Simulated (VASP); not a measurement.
# Ta2N (P-1) in VASP: a series of runs

Ta2N is run at these levels: PBEsol; tasks: single point.

Everything below comes from runs of VASP 6.6.1. Logs are shortened: lines on timing, memory, paths and dates and some standing lists are left out, and cuts for length are marked.

## 1. The cell of the first run

The typed cell holds 3 atoms: a = 3.080 Å, b = 3.172 Å, c = 4.993 Å, α = 90.00°, β = 90.00°, γ = 122.98°.

## 2. Single point, PBEsol (engineering shear strain xy -0.0700, normal strain along z +0.0350)

INCAR

```
SYSTEM = Ta2N
PREC = Accurate
ENCUT = 520
EDIFF = 1E-6
ISMEAR = 0
SIGMA = 0.15
LREAL = .False.
LASPH = .True.
NELM = 100
ALGO = Normal
ISIF = 2
LWAVE = .False.
LCHARG = .False.
GGA = PS
NBANDS = 20
```

KPOINTS

```
Automatic mesh
0
Gamma
  15 15 8
  0 0 0
```

POSCAR

```
Ta2N
1.0
    3.0782595490     -0.1077390842      0.0000000000
   -1.6324345584      2.7197205109      0.0000000000
    0.0000000000      0.0000000000      4.9927705898
Ta N
2 1
Direct
    0.6666666667      0.3333333333      0.7463700642
    0.3333333333      0.6666666667      0.2536299358
    0.0000000000      0.0000000000      0.0000000000
```

Potentials or basis: VASP PAW PBE potentials, release 64 (Ta_pv, N).

Command:

```
$ cat potpaw_PBE.64/Ta_pv/POTCAR potpaw_PBE.64/N/POTCAR > POTCAR
$ mpirun -np 1 vasp_std > vasp.out
```

OUTCAR:

```text
SYSTEM = Ta2N
   PREC = Accurate
   ENCUT = 520
   EDIFF = 1E-6
   ISMEAR = 0
   LREAL = .False.
   LASPH = .True.
   NELM = 100
   ISIF = 2
   GGA = PS

 ion  position               nearest neighbor table
   1  0.667  0.333  0.746-   3 2.14   3 2.18   3 2.23   2 3.00   2 3.04   2 3.06   2 3.07   2 3.09
                             2 3.13
   2  0.333  0.667  0.254-   3 2.14   3 2.18   3 2.23   1 3.00   1 3.04   1 3.06   1 3.07   1 3.09
                             1 3.13
   3  0.000  0.000  0.000-   1 2.14   2 2.14   1 2.18   2 2.18   1 2.23   2 2.23

  LATTYP: Found a simple monoclinic cell.
 ALAT       =     2.9854408178
 B/A-ratio  =     1.6723729909
 C/A-ratio  =     1.0317218106
 COS(beta)  =    -0.4533926181

  Lattice vectors:

 A1 = (   1.4458249906,   2.6119814267,   0.0000000000)
 A2 = (   0.0000000000,   0.0000000000,  -4.9927705898)
 A3 = (  -3.0782595490,   0.1077390842,   0.0000000000)

Analysis of symmetry for initial positions (statically):
=====================================================================
 Subroutine PRICEL returns:
 Original cell was already a primitive cell.

 Routine SETGRP: Setting up the symmetry group for a
 simple monoclinic supercell.

 Subroutine GETGRP returns: Found  2 space group operations
 (whereof  2 operations were pure point group operations)
 out of a pool of  4 trial point group operations.

The static configuration has the point symmetry S_2 .

Analysis of symmetry for dynamics (positions and initial velocities):
=====================================================================
 Subroutine PRICEL returns:
 Original cell was already a primitive cell.

 Routine SETGRP: Setting up the symmetry group for a
 simple monoclinic supercell.

 Subroutine GETGRP returns: Found  2 space group operations
 (whereof  2 operations were pure point group operations)
 out of a pool of  4 trial point group operations.

The dynamic configuration has the point symmetry S_2 .

 Subroutine INISYM returns: Found  2 space group operations
 (whereof  2 operations are pure point group operations),
 and found     1 'primitive' translations

----------------------------------------------------------------------------------------

                                     Primitive cell

  volume of cell :      40.9214

  direct lattice vectors                    reciprocal lattice vectors
     3.078259549 -0.107739084  0.000000000     0.331829896  0.199171418  0.000000000
    -1.632434558  2.719720511  0.000000000     0.013145119  0.375574822  0.000000000
     0.000000000  0.000000000  4.992770590     0.000000000  0.000000000  0.200289595

  length of vectors
     3.080144406  3.172021791  4.992770590     0.387014643  0.375804791  0.200289595

  position of ions in fractional coordinates (direct lattice)
     0.666666667  0.333333333  0.746370064
     0.333333333  0.666666667  0.253629936
     0.000000000  0.000000000  0.000000000

  ion indices of the primitive-cell ions
   primitive index   ion index
                 1           1
                 2           2
                 3           3

----------------------------------------------------------------------------------------

 KPOINTS: Automatic mesh

Automatic generation of k-mesh.
 Grid dimensions read from file:
 generate k-points for:   15   15    8

 Generating k-lattice:

  Cartesian coordinates                     Fractional coordinates (reciprocal lattice)
     0.022121993  0.013278095  0.000000000     0.066666667  0.000000000  0.000000000
     0.000876341  0.025038321  0.000000000    -0.000000000  0.066666667  0.000000000
     0.000000000  0.000000000  0.025036199     0.000000000  0.000000000  0.125000000

  Length of vectors
     0.025800976  0.025053653  0.025036199

  Shift w.r.t. Gamma in fractional coordinates (k-lattice)
     0.000000000  0.000000000  0.000000000

 Subroutine IBZKPT returns following result:
 ===========================================

 Found    901 irreducible k-points:

 Following reciprocal coordinates:
            Coordinates               Weight
  0.000000  0.000000  0.000000      1.000000
  0.066667  0.000000  0.000000      2.000000
  0.133333  0.000000  0.000000      2.000000
  0.200000  0.000000  0.000000      2.000000
  0.266667  0.000000  0.000000      2.000000
  0.333333  0.000000  0.000000      2.000000
[... 16 lines left out ...]
 -0.066667  0.066667  0.000000      2.000000
 -0.000000  0.133333  0.000000      2.000000
 [... further k-points ...]
   k-points           NKPTS =    901   k-points in BZ     NKDIM =    901   number of bands    NBANDS=     20
   number of dos      NEDOS =    301   number of ions     NIONS =      3
   total plane-waves  NPLWV =  23040
   dimension x,y,z NGX =    24 NGY =   24 NGZ =   40
   dimension x,y,z NGXF=    48 NGYF=   48 NGZF=   80
   ions per type =               2   1
   NGX,Y,Z   is equivalent  to a cutoff of  12.95, 12.58, 13.32 a.u.
   NGXF,Y,Z  is equivalent  to a cutoff of  25.91, 25.16, 26.64 a.u.
 SYSTEM =  Ta2N
   PREC   = accura    normal or accurate (medium, high low for compatibility)
   ISTART =      0    job   : 0-new  1-cont  2-samecut
   ICHARG =      2    charge: 1-file 2-atom 10-const
   ISPIN  =      1    spin polarized calculation?
   LNONCOLLINEAR =      F non collinear calculations
   LSORBIT =      F    spin-orbit coupling
   LASPH  =      T    aspherical Exc in radial PAW
   ENCUT  =  520.0 eV  38.22 Ry    6.18 a.u.   5.73  5.90  9.28*2*pi/ulx,y,z
   NELM   =    100;   NELMIN=  2; NELMDL= -5     # of ELM steps
   EDIFF  = 0.1E-05   stopping-criterion for ELM
   LREAL  =      F    real-space projection
   EDIFFG = 0.1E-04   stopping-criterion for IOM
   NSW    =      0    number of steps for IOM
   IBRION =     -1    ionic relax: 0-MD 1-quasi-New 2-CG
   NFREE  =      0    steps in history (QN), initial steepest desc. (CG)
   ISIF   =      2    stress and relaxation
   ISYM   =      2    0-nonsym 1-usesym 2-fastsym
   POTIM  = 0.5000    time-step for ionic-motion
   TEBEG  =    0.0;   TEEND  =   0.0 temperature during run
   PSTRESS=    0.0 pullay stress
   NELECT =      27.0000    total number of electrons
   NUPDOWN=      -1.0000    fix difference up-down
   EMIN   =  10.00;   EMAX   =-10.00  energy-range for DOS
   EFERMI =   0.00;   METHOD = LEGACY
   ISMEAR =     0;   SIGMA  =   0.15  broadening in eV -4-tet -1-fermi 0-gaus
   EFERMI_NEDOS =   21; number of points for ismear=-14 and -15
   IALGO  =     38    algorithm
   IMIX   =      4    mixing-type and parameters
     AMIX     =   0.40;   BMIX     =  1.00
     AMIX_MAG =   1.60;   BMIX_MAG =  1.00
  volume/ion in A,a.u.               =      13.64        92.05
  Fermi-wavevector in a.u.,A,eV,Ry     =   1.425211  2.693259 27.636529  2.031228
  Thomas-Fermi vector in A             =   2.545620
   LORBIT       =      0    0 simple, 1 ext, 2 COOP (PROOUT), +10 PAW based schemes
   GGA     = PS    functional components
   LHFCALC =     F    Hartree Fock is set to
   AEXX    =    0.0000 exact exchange contribution
   IVDW    =     0    specifies the selected vdW correction
   LEPSILON=     F    determine dielectric tensor
   LRPA    =     F    only Hartree local field effects (RPA)
 non-spin polarized calculation
 Gauss-broadening in eV      SIGMA  =   0.15
  energy-cutoff  :      520.00
  volume of cell :       40.92
 maximum number of plane-waves:      1120
   NGX = 11   NGY = 11   NGZ = 19

 number of electron      27.0000002 magnetization

 Free energy of the ion-electron system (eV)
  ---------------------------------------------------
  ext. energy  EPLUGINS =         0.00000000
  ---------------------------------------------------
  free energy    TOTEN  =       -36.35306488 eV

  energy without entropy =      -36.33784466  energy(sigma->0) =      -36.34545477

 E-fermi :   7.2526     XC(G=0): -12.9661

 val. band max:        7.2504852452   @ k =  -0.0667   0.3333   0.1250
 cond. band min:       7.2548191552   @ k =   0.2667  -0.0667   0.2500
 fundamental gap:      0.0043339100
 Fermi energy:         7.2525804721

 k-point     1 :       0.0000    0.0000    0.0000
  band No.  band energies     occupation
      1     -28.3519      2.00000
      2     -27.6549      2.00000
      3     -27.5527      2.00000
      4     -27.5453      2.00000
      5     -27.4590      2.00000
      6     -27.4432      2.00000
[... 12 lines left out ...]
     19       8.9296      0.00000
     20      12.1505      0.00000

 k-point     2 :       0.0667    0.0000    0.0000
  band No.  band energies     occupation
      1     -28.3375      2.00000
      2     -27.6669      2.00000
      3     -27.5844      2.00000
      4     -27.5523      2.00000
      5     -27.4761      2.00000
      6     -27.4619      2.00000
[... 12 lines left out ...]
     19       9.0140      0.00000
     20      12.2408      0.00000

 k-point     3 :       0.1333    0.0000    0.0000
  band No.  band energies     occupation
      1     -28.2959      2.00000
      2     -27.7038      2.00000
      3     -27.6722      2.00000
      4     -27.5861      2.00000
      5     -27.5497      2.00000
      6     -27.4730      2.00000
[... 12 lines left out ...]
     19       9.9462      0.00000
     20      12.1752      0.00000

 k-point     4 :       0.2000    0.0000    0.0000
  band No.  band energies     occupation
      1     -28.2314      2.00000
      2     -27.8194      2.00000
      3     -27.7386      2.00000
      4     -27.7061      2.00000
      5     -27.5826      2.00000
      6     -27.4935      2.00000
[... 429 lines left out ...]
 k-point    23 :      -0.0667    0.0667    0.0000
  band No.  band energies     occupation
      1     -28.3399      2.00000
      2     -27.6803      2.00000
      3     -27.5789      2.00000
      4     -27.5529      2.00000
      5     -27.4632      2.00000
      6     -27.4466      2.00000
[... 12 lines left out ...]
     19       9.1848      0.00000
     20      12.0810      0.00000

 k-point    24 :      -0.0000    0.1333    0.0000
  band No.  band energies     occupation
      1     -28.3001      2.00000
      2     -27.7209      2.00000
      3     -27.6507      2.00000
      4     -27.5992      2.00000
      5     -27.5089      2.00000
      6     -27.4735      2.00000
[... 12 lines left out ...]
     19       9.8799      0.00000
     20      12.0258      0.00000

 [... further k-points ...]

------------------------ aborting loop because EDIFF is reached ----------------------------------------

  FORCE on cell =-STRESS in cart. coord.  units (eV):
  Direction    XX          YY          ZZ          XY          YZ          ZX
  --------------------------------------------------------------------------------------
  -------------------------------------------------------------------------------------
  Total       -1.4231157     -1.4494611     -3.1852684      2.5270350     -0.0618322     -0.9260175
  in kB      -55.7186290    -56.7501165   -124.7114234     98.9398987     -2.4208872    -36.2559612
  external PRESSURE =     -79.0600563 kB  Pullay stress =       0.0000000 kB

 VOLUME and BASIS-vectors are now :
 -----------------------------------------------------------------------------
  energy-cutoff  :      520.00
  volume of cell :       40.92
      direct lattice vectors                 reciprocal lattice vectors
     3.078259549 -0.107739084  0.000000000     0.331829896  0.199171418  0.000000000
    -1.632434558  2.719720511  0.000000000     0.013145119  0.375574822  0.000000000
     0.000000000  0.000000000  4.992770590     0.000000000  0.000000000  0.200289595

 POSITION                                       TOTAL-FORCE (eV/Angst)
 -----------------------------------------------------------------------------------
      1.50803      0.83475      3.72645         0.110562     -0.007751     -0.202917
     -0.06220      1.77723      1.26632        -0.110562      0.007751      0.202917
      0.00000      0.00000      0.00000         0.000000      0.000000      0.000000
 -----------------------------------------------------------------------------------
    total drift:                                0.000000     -0.000000      0.000000

  FREE ENERGIE OF THE ION-ELECTRON SYSTEM (eV)
  ---------------------------------------------------
  free  energy   TOTEN  =       -36.3530648762 eV

  energy  without entropy=      -36.3378446593  energy(sigma->0) =      -36.34545477
```

Run time: 3.2 min. Hardware: 1 thread of Intel Xeon 6975P-C (Granite Rapids), shared host; peak memory 0.7 GiB.

What came out:

| Property | Result |
| --- | --- |
| Free energy | -36.3531 eV |
| Pressure | -7.9 GPa |
| Largest force | 0.231 eV/Å |
| Band gap on the k mesh | zero (an odd number of electrons rules out a gap without spin polarisation) |

Forces in eV/Å, atoms in the order of the input:
```
Ta   0.111 -0.008 -0.203
Ta  -0.111  0.008  0.203
N    0.000  0.000  0.000
```

Caveat: the cell differs from its parent crystal (engineering shear strain xy -0.0700, normal strain along z +0.0350); the stress differs along the axes, from -12 to -6 GPa; the PAW data sets were made with another functional, which shifts forces and pressure a little; spin-orbit coupling is left out, which moves the levels of the heavy elements.

## 3. Single point, PBEsol (engineering shear strain xy -0.0700, normal strain along z -0.0175)

INCAR

```
ALGO = Fast
EDIFF = 1E-6
ENCUT = 520
GGA = PS
ISIF = 2
ISMEAR = 0
LASPH = True
LCHARG = False
LREAL = False
LWAVE = False
NBANDS = 20
NELM = 60
PREC = Accurate
SIGMA = 0.15
```

KPOINTS

```
k-points
0
Gamma
  15 15 8
```

Edit POSCAR of step 2 so:

```diff
@@ -4,3 +4,3 @@
    -1.6324345584      2.7197205109      0.0000000000
-    0.0000000000      0.0000000000      4.9927705898
+    0.0000000000      0.0000000000      4.7395141106
 Ta N
```

Potentials or basis: VASP PAW PBE potentials, release 64 (Ta_pv, N).

Command:

```
$ cat potpaw_PBE.64/Ta_pv/POTCAR potpaw_PBE.64/N/POTCAR > POTCAR
$ mpirun -np 1 vasp_std > vasp.out
```

Wall time 12 min (1 thread of Oxide Virtual Turin-like, shared host); peak memory 0.63 GiB.

It converged, with:

* Free energy: -36.3762 eV
* Pressure: 7.7 GPa
* Largest force: 0.200 eV/Å
* Band gap on the k mesh: zero (an odd number of electrons rules out a gap without spin polarisation)

Forces in eV/Å, atoms in the order of the input:
```
Ta   0.106  0.006 -0.170
Ta  -0.106 -0.006  0.170
N    0.000  0.000  0.000
```

Stress tensor (GPa, compression positive):
```
 6.44 11.82 -4.37
11.82  6.41 -0.41
-4.37 -0.41 10.17
```

Levels at points of the mesh, in eV from the Fermi level:
```tsv
k point	band 10	band 11	band 12	band 13	band 14	band 15	band 16	band 17
(0.00, 0.00, 0.00)	-6.10	-4.84	-0.83	-0.55	0.00	0.35	0.37	0.42
(0.00, 0.00, 0.50)	-6.31	-2.80	-2.56	-1.83	-0.66	1.67	1.84	2.46
```

Caveat: the cell differs from its parent crystal (engineering shear strain xy -0.0700, normal strain along z -0.0175); the cell stands under pressure; the PAW data sets were made with another functional, which shifts forces and pressure a little; spin-orbit coupling is left out, which moves the levels of the heavy elements.

## 4. Single point, PBEsol (engineering shear strain xy -0.0700, normal strain along z -0.0700)

INCAR

```
SYSTEM = Ta2N
PREC     = Accurate       ! precision mode
ENCUT    = 520            ! plane-wave cutoff, eV
EDIFF    = 1E-6           ! SCF threshold, eV
ISMEAR   = 0              ! smearing method
SIGMA    = 0.15           ! smearing width, eV
LREAL    = .False.        ! projectors in reciprocal space
LASPH    = .True.         ! aspherical terms in the spheres
NELM     = 80             ! most SCF steps
ALGO     = Fast           ! electronic algorithm
ISIF     = 2              ! what is computed and relaxed
LWAVE    = .False.        ! write WAVECAR
LCHARG   = .False.        ! write CHGCAR
GGA      = PS             ! functional
NBANDS   = 20             ! bands
```

KPOINTS

```
Automatic mesh
0
Gamma
  15 15 8
  0 0 0
```

Edit POSCAR of step 3 so:

```diff
@@ -4,3 +4,3 @@
    -1.6324345584      2.7197205109      0.0000000000
-    0.0000000000      0.0000000000      4.7395141106
+    0.0000000000      0.0000000000      4.4862576314
 Ta N
```

Command:

```
$ cat potpaw_PBE.64/Ta_pv/POTCAR potpaw_PBE.64/N/POTCAR > POTCAR
$ mpirun -np 1 vasp_std > vasp.out
```

Wall time 7.8 min (1 thread of Oxide Virtual Turin-like, shared host); peak memory 0.6 GiB.

The run converged. Its results:

| Property | Result |
| --- | --- |
| Free energy | -36.0462 eV |
| Pressure | 28.7 GPa |
| Largest force | 0.132 eV/Å |
| Band gap on the k mesh | zero (an odd number of electrons rules out a gap without spin polarisation) |

Forces in eV/Å, atoms in the order of the input:
```
Ta   0.091  0.010 -0.095
Ta  -0.091 -0.010  0.095
N    0.000  0.000  0.000
```

Stress tensor (GPa, compression positive):
```
21.85 13.91 -5.29
13.91 22.01 -0.49
-5.29 -0.49 42.28
```

Levels at points of the mesh, in eV from the Fermi level:
| k point | band 10 | band 11 | band 12 | band 13 | band 14 | band 15 | band 16 | band 17 |
| --- | --- | --- | --- | --- | --- | --- | --- | --- |
| (0.00, 0.00, 0.00) | -6.54 | -4.59 | -0.78 | -0.32 | 0.02 | 0.07 | 0.42 | 0.42 |
| (0.00, 0.00, 0.50) | -6.83 | -2.48 | -2.17 | -2.15 | -1.00 | 1.97 | 2.28 | 2.82 |

Caveat: the cell differs from its parent crystal (engineering shear strain xy -0.0700, normal strain along z -0.0700); the stress differs along the axes, from 22 to 42 GPa; the PAW data sets were made with another functional, which shifts forces and pressure a little; spin-orbit coupling is left out, which moves the levels of the heavy elements.

## 5. The runs side by side

```csv
cell,gap on the mesh (eV),pressure (GPa),largest force (eV/Å)
"a = 3.080, b = 3.172, c = 4.993 Å, angles 90.0, 90.0, 123.0°, 3 atoms",none,-7.9,0.23
"a = 3.080, b = 3.172, c = 4.740 Å, angles 90.0, 90.0, 123.0°, 3 atoms",none,7.7,0.20
"a = 3.080, b = 3.172, c = 4.486 Å, angles 90.0, 90.0, 123.0°, 3 atoms",none,28.7,0.13
```

Alike in all rows: task single point; level PBEsol; potentials or basis VASP PAW PBE potentials, release 64 (Ta_pv, N); no spin polarisation; k mesh 15 × 15 × 8; cutoff (eV) 520; smearing gaussian 0.15 eV.

Caveats: the PAW data sets were made with another functional, which shifts forces and pressure a little; spin-orbit coupling is left out, which moves the levels of the heavy elements; the stress differs along the axes, from -12 to -6 GPa (at least some runs); the cell stands under pressure (at least some runs); the stress differs along the axes, from 22 to 42 GPa (at least some runs).

Total energies depend on the potentials used, so only differences within one code and one set of settings carry meaning.
